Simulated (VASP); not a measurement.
Crystal: MgO.

```
CELL_PARAMETERS angstrom
2.62335 0.00000 0.00000
0.00000 2.62335 0.00000
0.00000 0.00000 2.62335
ATOMIC_POSITIONS crystal
Mg 0.00000 0.00000 0.00000
O 0.50000 0.50000 0.50000
```

Base run:

```yaml
Program: VASP 6.6.1
Functional: r2SCAN
Potentials_or_basis: VASP PAW PBE potentials, release 64 (Mg, O)
Cutoff: 660 eV
k_mesh: 6 × 6 × 6
Occupations: methfessel-paxton, width 0.05 eV
Spin: no spin polarisation
```

Its results: band gap on the k mesh 3.45 eV, indirect (least direct gap 4.51 eV); pressure -1.4 GPa.

Question: The run is repeated on the same cell with these changes: functional from r2SCAN to PBEsol; cutoff from 660 eV to 600 eV; occupations from methfessel-paxton, width 0.05 eV to gaussian, width 0.01 eV. What comes out?

Answer: Band gap on the k mesh 2.57 eV, indirect (least direct gap 3.60 eV); pressure 1.0 GPa.

Caveats: the PAW data sets were made with another functional, which shifts forces and pressure a little.

A k mesh can miss the band edges.
